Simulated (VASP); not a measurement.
NaH, 2 atoms in the cell. It takes space group Fm-3m (No. 225, cubic). Conventional cell: a = 4.953 Å, b = 4.953 Å, c = 4.953 Å, α = 90.00°, β = 90.00°, γ = 90.00°. Na (site symmetry m-3m) has 6 H at 2.48 Å within 3.3 Å. H (site symmetry m-3m) has 6 Na at 2.48 Å within 3.3 Å. 

- Program: VASP 6.6.1
- Task: phonons
- Functional: r2SCAN
- Potentials or basis: VASP PAW PBE potentials, release 64 (Na_pv, H)
- Cutoff: 520 eV
- k mesh: 8 × 8 × 8
- Occupations: gaussian, width 0.01 eV
- Spin: no spin polarisation
- Dipole correction: no
- Further INCAR settings: ALGO = Normal; EDIFF = 1e-08; IBRION = 6; POTIM = 0.015; NSW = 1

Potentials or basis: VASP PAW PBE potentials, release 64 (Na_pv, H).

Command:

```console
$ cat potpaw_PBE.64/Na_pv/POTCAR potpaw_PBE.64/H/POTCAR > POTCAR
$ mpirun -np 1 vasp_std > vasp.out
```

Hardware: 1 thread of Intel Xeon 8259CL, with other jobs on the host.

Task: Estimate the wall time of this run.

Result: Run time: 6.8 min on 1 thread of Intel Xeon 8259CL, on a shared host, peak memory 0.18 GiB. Counts: scf iterations 69, k points 29.
